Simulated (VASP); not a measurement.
# Zn (P6_3/mmc) in VASP: a series of runs

Zn is run at these levels: PBEsol; tasks: single point.

Everything below comes from runs of VASP 6.6.1. Logs are shortened: lines on timing, memory, paths and dates and some standing lists are left out, and cuts for length are marked.

### 1 The cell of the first run

Symmetry: P6_3/mmc, No. 194, hexagonal system. Conventional cell: a = 2.637 Å, b = 2.637 Å, c = 4.661 Å, α = 90.00°, β = 90.00°, γ = 120.00°. Within 3.5 Å of Zn (site symmetry -6m2) lie 12 Zn at 2.64 to 2.78 Å.

### 2 Single point, PBEsol

Input file INCAR:

```
PREC = Accurate
ENCUT = 520
EDIFF = 1E-6
ISMEAR = -1
SIGMA = 0.1
LREAL = F
LASPH = T
NELM = 80
ALGO = Normal
ISIF = 2
LWAVE = F
LCHARG = F
GGA = PS
NBANDS = 19
```

Input file KPOINTS:

```
Automatic mesh
0
Gamma
  14 14 8
```

Input file POSCAR:

```
Zn
1.0
    2.6371004081      0.0000000000      0.0000000000
   -1.3185502040      2.2837959457      0.0000000000
    0.0000000000      0.0000000000      4.6608266841
Zn
2
Direct
    0.3333333333      0.6666666667      0.2500000000
    0.6666666667      0.3333333333      0.7500000000
```

Potentials or basis: VASP PAW PBE potentials, release 64 (Zn).

Command:

```console
$ cat potpaw_PBE.64/Zn/POTCAR > POTCAR
$ mpirun -np 1 vasp_std > vasp.out
```

OUTCAR:

```text
PREC = Accurate
   ENCUT = 520
   EDIFF = 1E-6
   ISMEAR = -1
   LREAL = F
   LASPH = T
   NELM = 80
   ISIF = 2
   GGA = PS

 ion  position               nearest neighbor table
   1  0.333  0.667  0.250-   2 2.78   2 2.78   2 2.78   2 2.78   2 2.78   2 2.78
   2  0.667  0.333  0.750-   1 2.78   1 2.78   1 2.78   1 2.78   1 2.78   1 2.78

  LATTYP: Found a hexagonal cell.
 ALAT       =     2.6371004081
 C/A-ratio  =     1.7674058484

  Lattice vectors:

 A1 = (   2.6371004081,   0.0000000000,   0.0000000000)
 A2 = (  -1.3185502040,   2.2837959457,   0.0000000000)
 A3 = (   0.0000000000,   0.0000000000,   4.6608266841)

Analysis of symmetry for initial positions (statically):
=====================================================================
 Subroutine PRICEL returns:
 Original cell was already a primitive cell.

 Routine SETGRP: Setting up the symmetry group for a
 hexagonal supercell.

 Subroutine GETGRP returns: Found 24 space group operations
 (whereof 12 operations were pure point group operations)
 out of a pool of 24 trial point group operations.

The static configuration has the point symmetry D_3d.
 The point group associated with its full space group is D_6h.

Analysis of symmetry for dynamics (positions and initial velocities):
=====================================================================
 Subroutine PRICEL returns:
 Original cell was already a primitive cell.

 Routine SETGRP: Setting up the symmetry group for a
 hexagonal supercell.

 Subroutine GETGRP returns: Found 24 space group operations
 (whereof 12 operations were pure point group operations)
 out of a pool of 24 trial point group operations.

The dynamic configuration has the point symmetry D_3d.
 The point group associated with its full space group is D_6h.

 Subroutine INISYM returns: Found 24 space group operations
 (whereof 12 operations are pure point group operations),
 and found     1 'primitive' translations

----------------------------------------------------------------------------------------

                                     Primitive cell

  volume of cell :      28.0703

  direct lattice vectors                    reciprocal lattice vectors
     2.637100408  0.000000000  0.000000000     0.379204370  0.218933745  0.000000000
    -1.318550204  2.283795946  0.000000000     0.000000000  0.437867491  0.000000000
     0.000000000  0.000000000  4.660826684     0.000000000  0.000000000  0.214554213

  length of vectors
     2.637100408  2.637100408  4.660826684     0.437867491  0.437867491  0.214554213

  position of ions in fractional coordinates (direct lattice)
     0.333333333  0.666666667  0.250000000
     0.666666667  0.333333333  0.750000000

  ion indices of the primitive-cell ions
   primitive index   ion index
                 1           1
                 2           2

----------------------------------------------------------------------------------------

 KPOINTS: Automatic mesh

Automatic generation of k-mesh.
 Grid dimensions read from file:
 generate k-points for:   14   14    8

 Generating k-lattice:

  Cartesian coordinates                     Fractional coordinates (reciprocal lattice)
     0.027086026  0.015638125  0.000000000     0.071428571  0.000000000  0.000000000
     0.000000000  0.031276249  0.000000000     0.000000000  0.071428571  0.000000000
     0.000000000  0.000000000  0.026819277     0.000000000  0.000000000  0.125000000

  Length of vectors
     0.031276249  0.031276249  0.026819277

  Shift w.r.t. Gamma in fractional coordinates (k-lattice)
     0.000000000  0.000000000  0.000000000

 Subroutine IBZKPT returns following result:
 ===========================================

 Found    120 irreducible k-points:

 Following reciprocal coordinates:
            Coordinates               Weight
  0.000000  0.000000  0.000000      1.000000
  0.071429  0.000000  0.000000      6.000000
  0.142857  0.000000  0.000000      6.000000
  0.214286  0.000000  0.000000      6.000000
  0.285714  0.000000  0.000000      6.000000
  0.357143 -0.000000  0.000000      6.000000
[... 16 lines left out ...]
  0.285714  0.285714  0.000000      6.000000
  0.357143  0.285714  0.000000      6.000000
 [... further k-points ...]
   k-points           NKPTS =    120   k-points in BZ     NKDIM =    120   number of bands    NBANDS=     19
   number of dos      NEDOS =    301   number of ions     NIONS =      2
   total plane-waves  NPLWV =  14400
   dimension x,y,z NGX =    20 NGY =   20 NGZ =   36
   dimension x,y,z NGXF=    40 NGYF=   40 NGZF=   72
   ions per type =               2
   NGX,Y,Z   is equivalent  to a cutoff of  12.61, 12.61, 12.84 a.u.
   NGXF,Y,Z  is equivalent  to a cutoff of  25.22, 25.22, 25.68 a.u.
 SYSTEM =  unknown system
   PREC   = accura    normal or accurate (medium, high low for compatibility)
   ISTART =      0    job   : 0-new  1-cont  2-samecut
   ICHARG =      2    charge: 1-file 2-atom 10-const
   ISPIN  =      1    spin polarized calculation?
   LNONCOLLINEAR =      F non collinear calculations
   LSORBIT =      F    spin-orbit coupling
   LASPH  =      T    aspherical Exc in radial PAW
   ENCUT  =  520.0 eV  38.22 Ry    6.18 a.u.   4.90  4.90  8.67*2*pi/ulx,y,z
   NELM   =     80;   NELMIN=  2; NELMDL= -5     # of ELM steps
   EDIFF  = 0.1E-05   stopping-criterion for ELM
   LREAL  =      F    real-space projection
[... 7 lines left out ...]
   TEBEG  =    0.0;   TEEND  =   0.0 temperature during run
   PSTRESS=    0.0 pullay stress
   NELECT =      24.0000    total number of electrons
   NUPDOWN=      -1.0000    fix difference up-down
   EMIN   =  10.00;   EMAX   =-10.00  energy-range for DOS
   EFERMI =   0.00;   METHOD = LEGACY
   ISMEAR =    -1;   SIGMA  =   0.10  broadening in eV -4-tet -1-fermi 0-gaus
   EFERMI_NEDOS =   21; number of points for ismear=-14 and -15
   IALGO  =     38    algorithm
   IMIX   =      4    mixing-type and parameters
     AMIX     =   0.40;   BMIX     =  1.00
     AMIX_MAG =   1.60;   BMIX_MAG =  1.00
  volume/ion in A,a.u.               =      14.04        94.71
  Fermi-wavevector in a.u.,A,eV,Ry     =   1.553804  2.936264 32.848645  2.414307
  Thomas-Fermi vector in A             =   2.657982
   LORBIT       =      0    0 simple, 1 ext, 2 COOP (PROOUT), +10 PAW based schemes
   GGA     = PS    functional components
   LHFCALC =     F    Hartree Fock is set to
   AEXX    =    0.0000 exact exchange contribution
   IVDW    =     0    specifies the selected vdW correction
   LEPSILON=     F    determine dielectric tensor
   LRPA    =     F    only Hartree local field effects (RPA)
 non-spin polarized calculation
  energy-cutoff  :      520.00
  volume of cell :       28.07
 maximum number of plane-waves:       777
 NGX is ok and might be reduce to    20
   NGX =  9   NGY =  9   NGZ = 17

 number of electron      23.9999989 magnetization

 Free energy of the ion-electron system (eV)
  ---------------------------------------------------
  ext. energy  EPLUGINS =         0.00000000
  ---------------------------------------------------
  free energy    TOTEN  =        -3.17926745 eV

  energy without entropy =       -3.16784731  energy(sigma->0) =       -3.17355738

 E-fermi :   3.5243     XC(G=0): -12.1375

 val. band max:        3.5085760382   @ k =   0.2143   0.1429   0.0000
 cond. band min:       3.6568206982   @ k =   0.5000   0.0000   0.5000
 fundamental gap:      0.1482446600
 Fermi energy:         3.5242768495

 k-point     1 :       0.0000    0.0000    0.0000
  band No.  band energies     occupation
      1      -7.5349      2.00000
      2      -5.3368      2.00000
      3      -4.5055      2.00000
      4      -4.3135      2.00000
      5      -4.3135      2.00000
      6      -4.2392      2.00000
[... 11 lines left out ...]
     18      22.7232      0.00000
     19      22.7232      0.00000

 k-point     2 :       0.0714    0.0000    0.0000
  band No.  band energies     occupation
      1      -7.3812      2.00000
      2      -5.2713      2.00000
      3      -4.4971      2.00000
      4      -4.3221      2.00000
      5      -4.2754      2.00000
      6      -4.2554      2.00000
[... 11 lines left out ...]
     18      23.3075      0.00000
     19      24.0660      0.00000

 k-point     3 :       0.1429    0.0000    0.0000
  band No.  band energies     occupation
      1      -6.9300      2.00000
      2      -5.1051      2.00000
      3      -4.4985      2.00000
      4      -4.3379      2.00000
      5      -4.2579      2.00000
      6      -4.1670      2.00000
[... 11 lines left out ...]
     18      21.3803      0.00000
     19      22.2384      0.00000

 k-point     4 :       0.2143    0.0000    0.0000
  band No.  band energies     occupation
      1      -6.2295      2.00000
      2      -4.9492      2.00000
      3      -4.4852      2.00000
      4      -4.3782      2.00000
      5      -4.3685      2.00000
      6      -4.1260      2.00000
[... 11 lines left out ...]
     18      19.4066      0.00000
     19      21.5295      0.00000

 k-point     5 :       0.2857    0.0000    0.0000
  band No.  band energies     occupation
      1      -5.4822      2.00000
      2      -4.9426      2.00000
      3      -4.6021      2.00000
      4      -4.3669      2.00000
      5      -4.3130      2.00000
      6      -4.1317      2.00000
[... 11 lines left out ...]
     18      18.7280      0.00000
     19      21.5769      0.00000

 k-point     6 :       0.3571   -0.0000    0.0000
  band No.  band energies     occupation
      1      -5.1399      2.00000
      2      -5.0083      2.00000
      3      -4.7765      2.00000
      4      -4.2682      2.00000
      5      -4.2138      2.00000
      6      -4.1817      2.00000
[... 11 lines left out ...]
     18      18.2596      0.00000
     19      20.5991      0.00000

 k-point     7 :       0.4286    0.0000    0.0000
  band No.  band energies     occupation
      1      -5.1231      2.00000
      2      -5.0392      2.00000
      3      -4.8816      2.00000
      4      -4.2694      2.00000
      5      -4.2167      2.00000
      6      -4.1872      2.00000
[... 11 lines left out ...]
     18      17.9839      0.00000
     19      19.9906      0.00000

 k-point     8 :       0.5000    0.0000    0.0000
  band No.  band energies     occupation
      1      -5.1404      2.00000
      2      -5.0467      2.00000
      3      -4.9165      2.00000
      4      -4.2892      2.00000
      5      -4.2289      2.00000
      6      -4.1580      2.00000
[... 256 lines left out ...]
 k-point    20 :       0.2143    0.2143    0.0000
  band No.  band energies     occupation
      1      -4.7800      2.00000
      2      -4.7278      2.00000
      3      -4.6767      2.00000
      4      -4.5591      2.00000
      5      -4.3450      2.00000
      6      -4.2649      2.00000
[... 11 lines left out ...]
     18      14.8398      0.00000
     19      16.0908      0.00000

 k-point    21 :       0.2857    0.2143    0.0000
  band No.  band energies     occupation
      1      -4.7943      2.00000
      2      -4.7746      2.00000
      3      -4.6963      2.00000
      4      -4.3675      2.00000
      5      -4.3368      2.00000
      6      -4.1975      2.00000
[... 11 lines left out ...]
     18      14.1051      0.00000
     19      15.1559      0.00000

 k-point    22 :       0.3571    0.2143    0.0000
  band No.  band energies     occupation
      1      -4.8266      2.00000
      2      -4.8102      2.00000
      3      -4.7068      2.00000
      4      -4.3460      2.00000
      5      -4.2779      2.00000
      6      -4.2279      2.00000
[... 11 lines left out ...]
     18      13.7824      0.00000
     19      14.8182      0.00000

 k-point    23 :       0.2857    0.2857    0.0000
  band No.  band energies     occupation
      1      -4.8016      2.00000
      2      -4.6823      2.00000
      3      -4.6185      2.00000
      4      -4.3763      2.00000
      5      -4.3727      2.00000
      6      -4.2707      2.00000
[... 11 lines left out ...]
     18      11.8689      0.00000
     19      13.4807      0.00000

 k-point    24 :       0.3571    0.2857    0.0000
  band No.  band energies     occupation
      1      -4.8012      2.00000
      2      -4.6440      2.00000
      3      -4.6009      2.00000
      4      -4.3910      2.00000
      5      -4.3540      2.00000
      6      -4.3242      2.00000
[... 11 lines left out ...]
     18      11.5245      0.00000
     19      13.0302      0.00000

 [... further k-points ...]

------------------------ aborting loop because EDIFF is reached ----------------------------------------

  FORCE on cell =-STRESS in cart. coord.  units (eV):
  Direction    XX          YY          ZZ          XY          YZ          ZX
  --------------------------------------------------------------------------------------
  -------------------------------------------------------------------------------------
  Total        0.0960977      0.0960977      0.0698357      0.0000000      0.0000000      0.0000000
  in kB        5.4849985      5.4849985      3.9860329      0.0000000      0.0000000      0.0000000
  external PRESSURE =       4.9853433 kB  Pullay stress =       0.0000000 kB

 VOLUME and BASIS-vectors are now :
 -----------------------------------------------------------------------------
  energy-cutoff  :      520.00
  volume of cell :       28.07
      direct lattice vectors                 reciprocal lattice vectors
     2.637100408  0.000000000  0.000000000     0.379204370  0.218933745  0.000000000
    -1.318550204  2.283795946  0.000000000     0.000000000  0.437867491  0.000000000
     0.000000000  0.000000000  4.660826684     0.000000000  0.000000000  0.214554213

 POSITION                                       TOTAL-FORCE (eV/Angst)
 -----------------------------------------------------------------------------------
     -0.00000      1.52253      1.16521         0.000000      0.000000      0.000000
      1.31855      0.76127      3.49562        -0.000000     -0.000000      0.000000
 -----------------------------------------------------------------------------------
    total drift:                               -0.000000      0.000000      0.000000

  FREE ENERGIE OF THE ION-ELECTRON SYSTEM (eV)
  ---------------------------------------------------
  free  energy   TOTEN  =        -3.1792674460 eV

  energy  without entropy=       -3.1678473086  energy(sigma->0) =       -3.17355738
```

It took 46 s on 1 thread of Intel Xeon Platinum 8488C (Sapphire Rapids), shared host; peak memory 0.17 GiB.

What came out:

- Free energy: -3.1793 eV
- Pressure: 0.5 GPa
- Band gap on the k mesh: zero (band 12 reaches 4.92 eV, above the bottom of band 13 at 1.17 eV)

Levels at points of the mesh, in eV from the Fermi level:
| k point | band 9 | band 10 | band 11 | band 12 | band 13 | band 14 | band 15 | band 16 |
| --- | --- | --- | --- | --- | --- | --- | --- | --- |
| (0.00, 0.00, 0.00) | -7.47 | -7.17 | -7.17 | -3.80 | -2.35 | 16.16 | 17.43 | 17.43 |
| (0.50, 0.00, 0.00) | -7.02 | -6.99 | -3.27 | -2.45 | 3.17 | 3.64 | 4.89 | 6.01 |
| (0.00, 0.00, 0.50) | -7.28 | -7.28 | -7.28 | -7.28 | 5.87 | 5.87 | 18.94 | 18.94 |
| (0.50, 0.00, 0.50) | -7.00 | -7.00 | -2.20 | -2.20 | 0.13 | 0.13 | 11.40 | 11.40 |

Caveat: the PAW data sets were made with another functional, which shifts forces and pressure a little.

### 3 Single point, PBEsol

Input file INCAR:

```
SYSTEM = Zn
PREC = Accurate ; ENCUT = 520
EDIFF = 1E-6 ; ISMEAR = -1
SIGMA = 0.1 ; LREAL = .False.
LASPH = .True. ; NELM = 100
ALGO = Normal ; ISIF = 2
LWAVE = .False. ; LCHARG = .False.
GGA = PS ; NBANDS = 19
```

Input file KPOINTS:

```
regular mesh
0
Gamma
  14 14 8
  0 0 0
```

POSCAR is that of step 2.

Potentials or basis: VASP PAW PBE potentials, release 64 (Zn).

Command:

```console
$ cat potpaw_PBE.64/Zn/POTCAR > POTCAR
$ mpirun -np 1 vasp_std > vasp.out
```

Wall time 49 s (1 thread of Intel Xeon Platinum 8488C (Sapphire Rapids), shared host); peak memory 0.17 GiB.

Results (log left out):

* Free energy: -3.1793 eV
* Pressure: 0.5 GPa
* Band gap on the k mesh: zero (band 12 reaches 4.92 eV, above the bottom of band 13 at 1.17 eV)

Stress tensor (GPa, compression positive):
```
0.55 0.00 0.00
0.00 0.55 0.00
0.00 0.00 0.40
```

Levels at points of the mesh, in eV from the Fermi level:
| k point | band 8 | band 9 | band 10 | band 11 | band 12 | band 13 | band 14 | band 15 | band 16 | band 17 |
| --- | --- | --- | --- | --- | --- | --- | --- | --- | --- | --- |
| (0.00, 0.00, 0.00) | -7.47 | -7.47 | -7.17 | -7.17 | -3.80 | -2.35 | 16.16 | 17.43 | 17.43 | 18.86 |
| (0.50, 0.00, 0.00) | -7.15 | -7.02 | -6.99 | -3.27 | -2.45 | 3.17 | 3.64 | 4.89 | 6.01 | 9.90 |
| (0.00, 0.00, 0.50) | -7.83 | -7.28 | -7.28 | -7.28 | -7.28 | 5.87 | 5.87 | 18.94 | 18.94 | 18.94 |
| (0.50, 0.00, 0.50) | -7.18 | -7.00 | -7.00 | -2.20 | -2.20 | 0.13 | 0.13 | 11.40 | 11.40 | 12.03 |

Caveat: the PAW data sets were made with another functional, which shifts forces and pressure a little.
